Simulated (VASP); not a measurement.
Runs of VASP 6.6.1 on CS3. The structure is that of space group Im-3m (No. 229), or close to it. The cells are those of the table. 

```csv
task,spin,cell,k mesh,cutoff (eV),gap on the mesh (eV),pressure (GPa),moment (μB),relaxed volume (Å³/atom)
single point,"collinear, ferromagnetic start","a = 4.100 Å, angles 109.5°, 4 atoms",4 × 4 × 4,520,none,-0.4,0.00,-
relaxation of cell and atoms,off,"relaxed from a = 4.100 Å, angles 109.5°, 4 atoms",6 × 6 × 6,600,none,-0.2,-,(a)
relaxation of cell and atoms,"collinear, ferromagnetic start","relaxed from a = 4.777 Å, angles 109.5°, 4 atoms",4 × 4 × 4,600,-,0.0,0.00,13.22
single point,off,"a = 4.112 Å, angles 109.5°, 4 atoms",14 × 14 × 14,520,none,-0.2,-,-
relaxation of cell and atoms,off,"relaxed from a = 4.105 Å, angles 109.5°, 4 atoms",14 × 14 × 14,600,-,-0.1,-,13.37
```

Alike in all rows: level PBE+D3(BJ); potentials or basis VASP PAW PBE potentials, release 64 (C, S); smearing gaussian 0.1 eV.

Fill in the values left out.

(a) 13.34.

Caveats: some runs use coarse meshes; pairwise dispersion overbinds metals, which lowers pressure and volume (some runs); the bands computed are all filled at some k points, so no gap is given (some runs); the volume moved by over 15 % at a fixed basis, so the end points are rough (some runs).

A gap of «none» marks levels without a gap at the run's occupations.
